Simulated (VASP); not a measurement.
AlN:

```
Al N
1.0
     0.00000    2.18399    2.18399
     2.18399    0.00000    2.18399
     2.18399    2.18399    0.00000
Al N
1 1
Cartesian
  -0.3182 -0.3182 0.0000
  3.2760 3.2760 3.2760
```

Base run:

```yaml
Program: VASP 6.6.1
Functional: PBE
Potentials_or_basis: VASP PAW PBE potentials, release 64 (Al, N)
Cutoff: 520 eV
k_mesh: 10 × 10 × 10, shifted
Occupations: gaussian, width 0.05 eV
Spin: no spin polarisation
```

Its results: band gap on the k mesh 2.50 eV, indirect (least direct gap 3.12 eV); pressure 32.7 GPa; largest force 11.404 eV/Å.

Task: The run is repeated on the same cell with these changes: k mesh from 10 × 10 × 10, shifted to 10 × 10 × 10. What comes out?

Result: Band gap on the k mesh 2.33 eV, indirect (least direct gap 2.94 eV); pressure 32.7 GPa; largest force 11.404 eV/Å.

Caveats: forces of over 1 eV/Å act on the atoms, so gaps and moduli don't describe the material at rest.

A k mesh can miss the band edges.
